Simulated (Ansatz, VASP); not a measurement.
# Be3TeSe2: VASP beside Ansatz

```xyz
6
Lattice="5.0183 0.0000 0.0000 -2.5091 4.3460 0.0000 0.0000 0.0000 6.2026" Properties=species:S:1:pos:R:3 pbc="T T T"
Be    2.5091    1.4487    4.0708
Be    2.5091    1.4487    2.1318
Be    0.0000    0.0000    0.0000
Te    0.0000    2.8973    0.0000
Se    0.0000    2.8973    3.1013
Se    2.5091    1.4487    0.0000
```

Alike in both runs: functional PBE; k mesh 3 × 3 × 2; occupations gaussian, width 0.15 eV; no spin polarisation.

Ansatz relaxed the structure, and its values are those at the end. VASP's run is a single point on that final structure, the one shown.

|  | VASP | Ansatz |
| --- | --- | --- |
| version | VASP 6.6.1 | Ansatz 0.2.0 |
| potentials or method | VASP PAW PBE potentials, release 64 (Be, Te, Se), cutoff 600 eV | scalar-relativistic, plane waves, PAW |
| valence electrons in the cell | 24 | 54 |

Ansatz gave:

* gap on the k mesh at the Fermi level (eV): none
* pressure (GPa): 0.0
* rms of the force components (eV/Å): 0.015

Estimate VASP's values.

gap on the k mesh at the Fermi level (eV): none; pressure (GPa): 0.0; rms of the force components (eV/Å): 0.009.

A gap of «none» marks a metal or a gap that the smearing closes. The functional is the same, so the differences come from potentials, cutoffs and numerics. VASP's potentials hold 24 valence electrons a cell and Ansatz's 54, so a difference there can come from the potentials and not from the codes.

The k mesh is coarse, so the values compare programs but aren't converged. Spin-orbit coupling is off throughout.
